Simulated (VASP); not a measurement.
Tm3F, 4 atoms in the cell. It takes space group I4/mmm (No. 139, tetragonal). The conventional cell has a = 4.415 Å, b = 4.415 Å, c = 8.914 Å, α = 90.00°, β = 90.00°, γ = 90.00°. Tm (site symmetry -4m2) has 8 Tm at 3.12 to 3.14 Å and 4 F at 3.14 Å within 4.1 Å. Tm (site symmetry 4/mmm) has 4 F at 3.12 Å and 8 Tm at 3.14 Å within 4.1 Å. F (site symmetry 4/mmm) has 12 Tm at 3.12 to 3.14 Å within 4.1 Å. The cell was generated, and may not be a known phase.

| Item | Value |
| --- | --- |
| Program | VASP 6.6.1 |
| Task | single point |
| Functional | PBE |
| Potentials or basis | VASP PAW PBE potentials, release 64 (Tm, F) |
| Cutoff | 800 eV |
| k mesh | 6 × 6 × 6 |
| Occupations | gaussian, width 0.1 eV |
| Spin | no spin polarisation |
| Dipole correction | no |
| Second try | not_converged |
| Further INCAR settings | ALGO = All; EDIFF = 1e-06; NBANDS = 46 |

Potentials or basis: VASP PAW PBE potentials, release 64 (Tm, F).

Command:

```bash
$ cat potpaw_PBE.64/Tm/POTCAR potpaw_PBE.64/F/POTCAR > POTCAR
$ mpirun -np 4 vasp_std > vasp.out
```

Hardware: 4 MPI ranks on Intel(R) Xeon(R) Platinum 8259CL CPU @ 2.50GHz (Skylake/Cascade Lake), with other jobs on the host.

Q: How long does it take, and how much memory?

A: It took 20 min on 4 MPI ranks on Intel(R) Xeon(R) Platinum 8259CL CPU @ 2.50GHz (Skylake/Cascade Lake), with other jobs on the host, peak memory 0.67 GiB a rank. Counts: scf iterations 175, k points 30.
